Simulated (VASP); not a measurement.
Wanted: the native input for a VASP 6.6.1 run.

```yaml
Task: single point
Functional: PBE-based screened hybrid with 25 % exact exchange
Potentials_or_basis: VASP PAW PBE potentials, release 64 (Zr_sv, B)
Cutoff: 520 eV
k_mesh: 5 × 5 × 4
Occupations: fermi-dirac, width 0.05 eV
Spin: no spin polarisation
Dipole_correction: no
Grid_for_exact_exchange_PRECFOCK: Normal
Share_of_exact_exchange: 0.25
Further_INCAR_settings: ALGO = Normal; EDIFF = 1e-07; NBANDS = 14
Screening_parameter: 0.3 1/Å
```

Crystal: ZrB.

```
Zr B
1.0
     2.39495   -2.39619    0.00000
     2.39495    2.39619    0.00000
     0.00000    0.00000    2.99821
Zr B
1 1
Direct
  0.00000 0.00000 0.50000
  0.50000 0.50000 0.50000
```

The input as run:

POSCAR

```
ZrB
1.0
    2.3949509481     -2.3961863471      0.0000000000
    2.3949509481      2.3961863471      0.0000000000
    0.0000000000      0.0000000000      2.9982080134
Zr B
1 1
Direct
    0.0000000000      0.0000000000      0.5000000000
    0.5000000000      0.5000000000      0.5000000000
```

INCAR.step1

```
SYSTEM = ZrB
ALGO = Normal
EDIFF = 1E-5
ENCUT = 520
GGA = PE
ISIF = 2
ISMEAR = -1
LASPH = .TRUE.
LCHARG = .FALSE.
LREAL = .FALSE.
LWAVE = .TRUE.
NBANDS = 14
NELM = 100
PREC = Accurate
SIGMA = 0.05
```

INCAR.step2

```
SYSTEM = ZrB
AEXX = 0.25
ALGO = Normal
EDIFF = 1E-7
ENCUT = 520
GGA = PE
HFSCREEN = 0.3
ISIF = 2
ISMEAR = -1
ISTART = 1
LASPH = .TRUE.
LCHARG = .FALSE.
LHFCALC = .TRUE.
LREAL = .FALSE.
LWAVE = .FALSE.
NBANDS = 14
NELM = 100
PREC = Accurate
PRECFOCK = Normal
SIGMA = 0.05
```

KPOINTS

```
k-points
0
G
  5 5 4
  0 0 0
```

Potentials or basis: VASP PAW PBE potentials, release 64 (Zr_sv, B).

The run is started by

```console
$ cat potpaw_PBE.64/Zr_sv/POTCAR potpaw_PBE.64/B/POTCAR > POTCAR
$ cp INCAR.step1 INCAR
$ mpirun -np 1 vasp_std > vasp.out
$ cp INCAR.step2 INCAR
$ mpirun -np 1 vasp_std > vasp.out
```

Results of the run:

The pressure is 0.0 GPa and the band gap on the k mesh is zero (an odd number of electrons rules out a gap without spin polarisation).

Caveat: the k points lie up to 0.52 Å⁻¹ apart, too coarse for converged energies and pressures of a metal; the PAW data sets were made with another functional, which shifts forces and pressure a little.

It took 12 min on 1 thread of Intel(R) Xeon(R) Platinum 8488C (Sapphire Rapids) (shared host), peak memory 0.26 GiB.
